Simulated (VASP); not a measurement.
Input of a VASP 6.6.1 run:

INCAR

```
PREC = Accurate
ENCUT = 520
EDIFF = 1E-6
ISMEAR = -1
SIGMA = 0.08
LREAL = F
LASPH = T
NELM = 100
ALGO = Normal
ISIF = 2
LWAVE = F
LCHARG = F
GGA = PE
NBANDS = 18
```

File KPOINTS:

```
regular mesh
0
Gamma
  14 14 14
```

File POSCAR:

```
Y
1.0
   -3.0515225870      3.0515225870      1.6842107240
    3.0515225870     -3.0515225870      1.6842107240
    3.0515225870      3.0515225870     -1.6842107240
Y
2
Direct
   -0.3750000000     -0.1250000000     -0.2500000000
    0.3750000000      0.1250000000      0.2500000000
```

Potentials or basis: VASP PAW PBE potentials, release 64 (Y_sv).

Command:

```bash
$ cat potpaw_PBE.64/Y_sv/POTCAR > POTCAR
$ mpirun -np 1 vasp_std > vasp.out
```

Problem. Estimate the pressure.

Solution. 1.7 GPa.

Problem. Estimate the band gap on the k mesh.

Solution. Zero (bands 11 and 12 overlap by 1.12 eV).

Stress tensor (GPa, compression positive):
```
1.74 0.00 0.00
0.00 1.74 0.00
0.00 0.00 1.66
```
